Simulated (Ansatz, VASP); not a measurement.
## Te in VASP and in Ansatz

```
CELL_PARAMETERS angstrom
2.32495 1.34231 1.65419
-2.32495 1.34231 1.65419
0.00000 -2.68462 1.65419
ATOMIC_POSITIONS crystal
Te 0.50000 0.50000 0.50000
```

Alike in both runs: task single point; functional PBE; k mesh 15 × 15 × 15; occupations gaussian, width 0.1 eV; no spin polarisation.

|  | VASP | Ansatz |
| --- | --- | --- |
| version | VASP 6.6.1 | Ansatz 0.2.0 |
| potentials or method | VASP PAW PBE potentials, release 64 (Te), cutoff 520 eV | scalar-relativistic, plane waves, PAW |
| valence electrons in the cell | 6 | 16 |

|  | VASP | Ansatz | Ansatz less VASP |
| --- | --- | --- | --- |
| gap on the k mesh at the Fermi level (eV) | none | none | - |
| pressure (GPa) | 2.4 | 2.4 | +0.04 |
| traceless stress, the component that is largest in VASP (GPa) | 0.06 | 0.06 | +0.006 |

A gap of «none» marks a metal or a gap that the smearing closes. VASP's potentials hold 6 valence electrons a cell and Ansatz's 16, so a difference there can come from the potentials and not from the codes.

Spin-orbit coupling is off throughout.
